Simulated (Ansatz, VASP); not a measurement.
# Two plane-wave programs on GeH2

POSCAR

```
GeH2
1.0
    3.0117840000      0.0000000000      0.0000000000
    0.0000000000      3.0117840000      0.0000000000
    0.0000000000      0.0000000000      6.1685410000
H Ge
4 2
Direct
    0.0000000000      0.5000000000      0.3300000000
    0.5000000000      0.0000000000      0.6700000000
    0.0000000000      0.0000000000      0.0000000000
    0.5000000000      0.5000000000      0.0000000000
    0.0000000000      0.5000000000      0.7350000000
    0.5000000000      0.0000000000      0.2650000000
```

Contents of INCAR.step1:

```
SYSTEM = GeH2
PREC     = Accurate       ! precision mode
ENCUT    = 520            ! plane-wave cutoff, eV
ISMEAR   = 1              ! smearing method
SIGMA    = 0.001          ! smearing width, eV
LREAL    = .FALSE.        ! projectors in reciprocal space
LASPH    = .TRUE.         ! aspherical terms in the spheres
NELM     = 100            ! most SCF steps
NBANDS   = 25             ! bands
GGA      = PE             ! functional
ALGO     = Normal         ! electronic algorithm
EDIFF    = 1E-4           ! SCF threshold, eV
LWAVE    = .TRUE.         ! write WAVECAR
LCHARG   = .FALSE.        ! write CHGCAR
```

The input INCAR.step2:

```
SYSTEM = GeH2
PREC     = Accurate       ! precision mode
ENCUT    = 520            ! plane-wave cutoff, eV
EDIFF    = 1E-7           ! SCF threshold, eV
ISMEAR   = 1              ! smearing method
SIGMA    = 0.001          ! smearing width, eV
LREAL    = .FALSE.        ! projectors in reciprocal space
LASPH    = .TRUE.         ! aspherical terms in the spheres
NELM     = 100            ! most SCF steps
ALGO     = Normal         ! electronic algorithm
ISIF     = 2              ! what is computed and relaxed
LWAVE    = .FALSE.        ! write WAVECAR
LCHARG   = .FALSE.        ! write CHGCAR
METAGGA  = R2SCAN         ! meta-GGA
LMIXTAU  = .TRUE.       
NBANDS   = 25             ! bands
ISTART   = 1
```

The input KPOINTS:

```
Automatic mesh
0
G
  6 6 3
  0 0 0
```

Input for Ansatz:

```yaml
crystal:
  lattice:
    - [3.011784, 0.0, 0.0]
    - [0.0, 3.011784, 0.0]
    - [0.0, 0.0, 6.168541]
  atoms:
    - { symbol: H, position: [0.0, 0.5, 0.33] }
    - { symbol: H, position: [0.5, 0.0, 0.67] }
    - { symbol: H, position: [0.0, 0.0, 0.0] }
    - { symbol: H, position: [0.5, 0.5, 0.0] }
    - { symbol: Ge, position: [0.0, 0.5, 0.735] }
    - { symbol: Ge, position: [0.5, 0.0, 0.265] }
  symmetry: { tolerance: 0.0003 }
kpoints:
  mp_grid: { grid: [6, 6, 3], shift: [0, 0, 0] }
magnetization:
  spin_polarized: false
scf:
  occupations: { method: methfessel_paxton, width: 0.001 }
hamiltonian:
  pseudopotentials: { kind: paw }
  xc: r2scan
basis:
  ecutwfc: 500
output:
  forces: true
  stress: true
  eigenvalues: true
```

Alike in both runs: task single point; functional r2SCAN; k mesh 6 × 6 × 3; occupations methfessel-paxton of order 1, width 0.001 eV; no spin polarisation.

```csv
,VASP,Ansatz
version,VASP 6.6.1,Ansatz 0.2.0
potentials or method,"VASP PAW PBE potentials, release 64 (H, Ge_d), cutoff 520 eV",PAW plane waves
valence electrons in the cell,32,32
```

VASP gave:

* gap on the k mesh at the Fermi level (eV): none
* pressure (GPa): -4.0
* traceless stress, the component that is largest in VASP (GPa): -8.23
* rms of the force components (eV/Å): 0.495

**Question.** Estimate Ansatz's values.

**Answer.** gap on the k mesh at the Fermi level (eV): none; pressure (GPa): -3.8; traceless stress, the component that is largest in VASP (GPa): -8.22; rms of the force components (eV/Å): 0.495.

VASP's potentials were made for PBE, not for r2SCAN. Atom by atom the forces differ by 0.000 eV/Å (rms over components). A gap of «none» marks a metal or a gap that the smearing closes.
